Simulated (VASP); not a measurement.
# MnO (Fm-3m) in VASP: further runs

Aim: see how the results for MnO move with the level of theory and the settings. Levels: RPBE, BLYP+D4, PBEsol+D4, PBE. Tasks: single point, relaxation of cell and atoms.

Everything below comes from runs of VASP 6.6.1. Logs are shortened: lines on timing, memory, paths and dates and some standing lists are left out, and cuts for length are marked.

## Step 1: The cell of the first run

Symmetry: Fm-3m, No. 225, cubic system. Conventional cell: a = 4.523 Å, b = 4.523 Å, c = 4.523 Å, α = 90.00°, β = 90.00°, γ = 90.00°. Mn (site symmetry m-3m) has 6 O at 2.26 Å within 3.0 Å. O (site symmetry m-3m) has 6 Mn at 2.26 Å within 3.0 Å.

## Step 2: Single point, RPBE, collinear spin, ferromagnetic start

INCAR reads:

```
SYSTEM = MnO
PREC = Accurate
ENCUT = 520
EDIFF = 1E-6
ISMEAR = -1
SIGMA = 0.05
LREAL = .FALSE.
LASPH = .TRUE.
NELM = 150
ALGO = Normal
ISIF = 2
LWAVE = .FALSE.
LCHARG = .FALSE.
ISPIN = 2
MAGMOM = 4 0
LORBIT = 11
LMAXMIX = 4
GGA = RP
NBANDS = 20
```

KPOINTS reads:

```
Automatic mesh
0
G
  10 10 10
  0 0 0
```

POSCAR reads:

```
MnO
1.0
    0.0000000000      2.2614118992      2.2614118992
    2.2614118992      0.0000000000      2.2614118992
    2.2614118992      2.2614118992      0.0000000000
Mn O
1 1
Direct
    0.0000000000      0.0000000000      0.0000000000
    0.5000000000      0.5000000000      0.5000000000
```

Potentials or basis: VASP PAW PBE potentials, release 64 (Mn_pv, O).

Run with:

```console
> cat potpaw_PBE.64/Mn_pv/POTCAR potpaw_PBE.64/O/POTCAR > POTCAR
> mpirun -np 1 vasp_std > vasp.out
```

OUTCAR:

```text
SYSTEM = MnO
   PREC = Accurate
   ENCUT = 520
   EDIFF = 1E-6
   ISMEAR = -1
   LREAL = .FALSE.
   LASPH = .TRUE.
   NELM = 150
   ISIF = 2
   ISPIN = 2
   LORBIT = 11
   GGA = RP

 ion  position               nearest neighbor table
   1  0.000  0.000  0.000-   2 2.26   2 2.26   2 2.26   2 2.26   2 2.26   2 2.26
   2  0.500  0.500  0.500-   1 2.26   1 2.26   1 2.26   1 2.26   1 2.26   1 2.26

  LATTYP: Found a face centered cubic cell.
 ALAT       =     4.5228237984

  Lattice vectors:

 A1 = (   0.0000000000,   2.2614118992,   2.2614118992)
 A2 = (   2.2614118992,   0.0000000000,   2.2614118992)
 A3 = (   2.2614118992,   2.2614118992,   0.0000000000)

Analysis of symmetry for initial positions (statically):
=====================================================================
 Subroutine PRICEL returns:
 Original cell was already a primitive cell.

 Routine SETGRP: Setting up the symmetry group for a
 face centered cubic supercell.

 Subroutine GETGRP returns: Found 48 space group operations
 (whereof 48 operations were pure point group operations)
 out of a pool of 48 trial point group operations.

The static configuration has the point symmetry O_h .

Analysis of symmetry for dynamics (positions and initial velocities):
=====================================================================
 Subroutine PRICEL returns:
 Original cell was already a primitive cell.

 Routine SETGRP: Setting up the symmetry group for a
 face centered cubic supercell.

 Subroutine GETGRP returns: Found 48 space group operations
 (whereof 48 operations were pure point group operations)
 out of a pool of 48 trial point group operations.

The dynamic configuration has the point symmetry O_h .

Analysis of structural, dynamic, and magnetic symmetry:
=====================================================================
 Subroutine PRICEL returns:
 Original cell was already a primitive cell.

 Routine SETGRP: Setting up the symmetry group for a
 face centered cubic supercell.

 Subroutine GETGRP returns: Found 48 space group operations
 (whereof 48 operations were pure point group operations)
 out of a pool of 48 trial point group operations.

The overall configuration has the point symmetry O_h .

 Subroutine INISYM returns: Found 48 space group operations
 (whereof 48 operations are pure point group operations),
 and found     1 'primitive' translations

----------------------------------------------------------------------------------------

                                     Primitive cell

  volume of cell :      23.1296

  direct lattice vectors                    reciprocal lattice vectors
     0.000000000  2.261411899  2.261411899    -0.221100809  0.221100809  0.221100809
     2.261411899  0.000000000  2.261411899     0.221100809 -0.221100809  0.221100809
     2.261411899  2.261411899  0.000000000     0.221100809  0.221100809 -0.221100809

  length of vectors
     3.198119378  3.198119378  3.198119378     0.382957834  0.382957834  0.382957834

  position of ions in fractional coordinates (direct lattice)
     0.000000000  0.000000000  0.000000000
     0.500000000  0.500000000  0.500000000

  ion indices of the primitive-cell ions
   primitive index   ion index
                 1           1
                 2           2

----------------------------------------------------------------------------------------

 KPOINTS: Automatic mesh

Automatic generation of k-mesh.
 Grid dimensions read from file:
 generate k-points for:   10   10   10

 Generating k-lattice:

  Cartesian coordinates                     Fractional coordinates (reciprocal lattice)
    -0.022110081  0.022110081  0.022110081     0.100000000  0.000000000  0.000000000
     0.022110081 -0.022110081  0.022110081     0.000000000  0.100000000  0.000000000
     0.022110081  0.022110081 -0.022110081     0.000000000  0.000000000  0.100000000

  Length of vectors
     0.038295783  0.038295783  0.038295783

  Shift w.r.t. Gamma in fractional coordinates (k-lattice)
     0.000000000  0.000000000  0.000000000

 Subroutine IBZKPT returns following result:
 ===========================================

 Found     47 irreducible k-points:

 Following reciprocal coordinates:
            Coordinates               Weight
  0.000000  0.000000  0.000000      1.000000
  0.100000  0.000000  0.000000      8.000000
  0.200000  0.000000  0.000000      8.000000
  0.300000  0.000000  0.000000      8.000000
  0.400000  0.000000  0.000000      8.000000
  0.500000  0.000000  0.000000      4.000000
[... 16 lines left out ...]
  0.300000  0.300000  0.000000      6.000000
  0.400000  0.300000  0.000000     24.000000
 [... further k-points ...]
   k-points           NKPTS =     47   k-points in BZ     NKDIM =     47   number of bands    NBANDS=     20
   number of dos      NEDOS =    301   number of ions     NIONS =      2
   total plane-waves  NPLWV =  13824
   dimension x,y,z NGX =    24 NGY =   24 NGZ =   24
   dimension x,y,z NGXF=    48 NGYF=   48 NGZF=   48
   ions per type =               1   1
   NGX,Y,Z   is equivalent  to a cutoff of  12.48, 12.48, 12.48 a.u.
   NGXF,Y,Z  is equivalent  to a cutoff of  24.95, 24.95, 24.95 a.u.
 SYSTEM =  MnO
   PREC   = accura    normal or accurate (medium, high low for compatibility)
   ISTART =      0    job   : 0-new  1-cont  2-samecut
   ICHARG =      2    charge: 1-file 2-atom 10-const
   ISPIN  =      2    spin polarized calculation?
   LNONCOLLINEAR =      F non collinear calculations
   LSORBIT =      F    spin-orbit coupling
   LASPH  =      T    aspherical Exc in radial PAW
   ENCUT  =  520.0 eV  38.22 Ry    6.18 a.u.   5.95  5.95  5.95*2*pi/ulx,y,z
   NELM   =    150;   NELMIN=  2; NELMDL= -5     # of ELM steps
   EDIFF  = 0.1E-05   stopping-criterion for ELM
   LREAL  =      F    real-space projection
   EDIFFG = 0.1E-04   stopping-criterion for IOM
   NSW    =      0    number of steps for IOM
   IBRION =     -1    ionic relax: 0-MD 1-quasi-New 2-CG
   NFREE  =      0    steps in history (QN), initial steepest desc. (CG)
   ISIF   =      2    stress and relaxation
   ISYM   =      2    0-nonsym 1-usesym 2-fastsym
   POTIM  = 0.5000    time-step for ionic-motion
   TEBEG  =    0.0;   TEEND  =   0.0 temperature during run
   PSTRESS=    0.0 pullay stress
   NELECT =      19.0000    total number of electrons
   NUPDOWN=      -1.0000    fix difference up-down
   EMIN   =  10.00;   EMAX   =-10.00  energy-range for DOS
   EFERMI =   0.00;   METHOD = LEGACY
   ISMEAR =    -1;   SIGMA  =   0.05  broadening in eV -4-tet -1-fermi 0-gaus
   EFERMI_NEDOS =   21; number of points for ismear=-14 and -15
   IALGO  =     38    algorithm
   IMIX   =      4    mixing-type and parameters
     AMIX     =   0.40;   BMIX     =  1.00
     AMIX_MAG =   1.60;   BMIX_MAG =  1.00
  volume/ion in A,a.u.               =      11.56        78.04
  Fermi-wavevector in a.u.,A,eV,Ry     =   1.533215  2.897356 31.983867  2.350748
  Thomas-Fermi vector in A             =   2.640313
   LORBIT       =     11    0 simple, 1 ext, 2 COOP (PROOUT), +10 PAW based schemes
   GGA     = RP    functional components
   LHFCALC =     F    Hartree Fock is set to
   AEXX    =    0.0000 exact exchange contribution
   IVDW    =     0    specifies the selected vdW correction
   LEPSILON=     F    determine dielectric tensor
   LRPA    =     F    only Hartree local field effects (RPA)
 spin polarized calculation
  energy-cutoff  :      520.00
  volume of cell :       23.13
 maximum number of plane-waves:       636
   NGX = 11   NGY = 11   NGZ = 11

 number of electron      19.0000000 magnetization       4.9221239

 Free energy of the ion-electron system (eV)
  ---------------------------------------------------
  ext. energy  EPLUGINS =         0.00000000
  ---------------------------------------------------
  free energy    TOTEN  =       -15.72891003 eV

  energy without entropy =      -15.72411275  energy(sigma->0) =      -15.72651139

 E-fermi :   7.0529     XC(G=0): -11.3523

 val. band max:        6.9390323807   @ k =   0.4000   0.0000   0.0000
 cond. band min:       7.0608213323   @ k =  -0.3000   0.2000   0.0000
 fundamental gap:      0.1217889517
 Fermi energy:         7.0529177910

 spin component 1

 k-point     1 :       0.0000    0.0000    0.0000
  band No.  band energies     occupation
      1     -43.4402      1.00000
      2     -43.4402      1.00000
      3     -43.4402      1.00000
      4     -12.8094      1.00000
      5       3.6110      1.00000
      6       3.6110      1.00000
[... 12 lines left out ...]
     19      25.9805      0.00000
     20      25.9805      0.00000
[... 507 lines left out ...]
 k-point    24 :       0.4000    0.3000    0.0000
  band No.  band energies     occupation
      1     -43.4768      1.00000
      2     -43.4558      1.00000
      3     -43.4544      1.00000
      4     -12.0705      1.00000
      5       0.3204      1.00000
      6       2.1113      1.00000
[... 12 lines left out ...]
     19      30.9196      0.00000
     20      32.8712      0.00000

 [... further k-points ...]

 spin component 2

 k-point     1 :       0.0000    0.0000    0.0000
  band No.  band energies     occupation
      1     -38.6006      1.00000
      2     -38.6006      1.00000
      3     -38.6006      1.00000
      4     -12.3705      1.00000
      5       3.9894      1.00000
      6       3.9894      1.00000
[... 12 lines left out ...]
     19      28.5689      0.00000
     20      28.5689      0.00000
[... 507 lines left out ...]
 k-point    24 :       0.4000    0.3000    0.0000
  band No.  band energies     occupation
      1     -38.6468      1.00000
      2     -38.6200      1.00000
      3     -38.6182      1.00000
      4     -11.6565      1.00000
      5       1.1303      1.00000
      6       2.9303      1.00000
[... 12 lines left out ...]
     19      31.9957      0.00000
     20      34.0074      0.00000

 [... further k-points ...]

------------------------ aborting loop because EDIFF is reached ----------------------------------------

  FORCE on cell =-STRESS in cart. coord.  units (eV):
  Direction    XX          YY          ZZ          XY          YZ          ZX
  --------------------------------------------------------------------------------------
  -------------------------------------------------------------------------------------
  Total        0.0116528      0.0116528      0.0116528      0.0000000     -0.0000000      0.0000000
  in kB        0.8071805      0.8071805      0.8071805      0.0000000     -0.0000000      0.0000000
  external PRESSURE =       0.8071805 kB  Pullay stress =       0.0000000 kB

 VOLUME and BASIS-vectors are now :
 -----------------------------------------------------------------------------
  energy-cutoff  :      520.00
  volume of cell :       23.13
      direct lattice vectors                 reciprocal lattice vectors
     0.000000000  2.261411899  2.261411899    -0.221100809  0.221100809  0.221100809
     2.261411899  0.000000000  2.261411899     0.221100809 -0.221100809  0.221100809
     2.261411899  2.261411899  0.000000000     0.221100809  0.221100809 -0.221100809

 POSITION                                       TOTAL-FORCE (eV/Angst)
 -----------------------------------------------------------------------------------
      0.00000      0.00000      0.00000        -0.000000      0.000000     -0.000000
      2.26141      2.26141      2.26141         0.000000     -0.000000      0.000000
 -----------------------------------------------------------------------------------
    total drift:                                0.000000     -0.000000     -0.000000

  FREE ENERGIE OF THE ION-ELECTRON SYSTEM (eV)
  ---------------------------------------------------
  free  energy   TOTEN  =       -15.7289100252 eV

  energy  without entropy=      -15.7241127506  energy(sigma->0) =      -15.72651139

 total charge

# of ion       s       p       d       tot
------------------------------------------
    1        0.192   6.159   4.942  11.292
    2        1.565   3.411   0.000   4.975
--------------------------------------------------
tot          1.757   9.569   4.942  16.268

 magnetization (x)

# of ion       s       p       d       tot
------------------------------------------
    1        0.035   0.027   4.395   4.456
    2        0.028   0.175   0.000   0.203
--------------------------------------------------
tot          0.063   0.201   4.395   4.659
```

Run time: 62 s. Hardware: 1 thread of Intel Xeon 8259CL, shared host; peak memory 0.17 GiB.

What came out:

| Quantity | Value |
| --- | --- |
| Free energy | -15.7289 eV |
| Pressure | 0.1 GPa |
| Net moment | 4.92 μB per cell |
| Site moments | Mn +4.46; O +0.20 μB |
| Valence electrons inside the program's atomic spheres | Mn 11.29; O 4.97 |

Caveat: the PAW data sets were made with another functional, which shifts forces and pressure a little; a cell with one magnetic atom can't hold antiferromagnetic order, which such compounds often take; semilocal functionals often make such compounds metallic where correlation or magnetic order opens a gap, which also shifts bond lengths. With open d or f shells a metallic result of RPBE can be an artefact of self-interaction; +U or a hybrid may open a gap.

(Continued in part 2 of 3.)
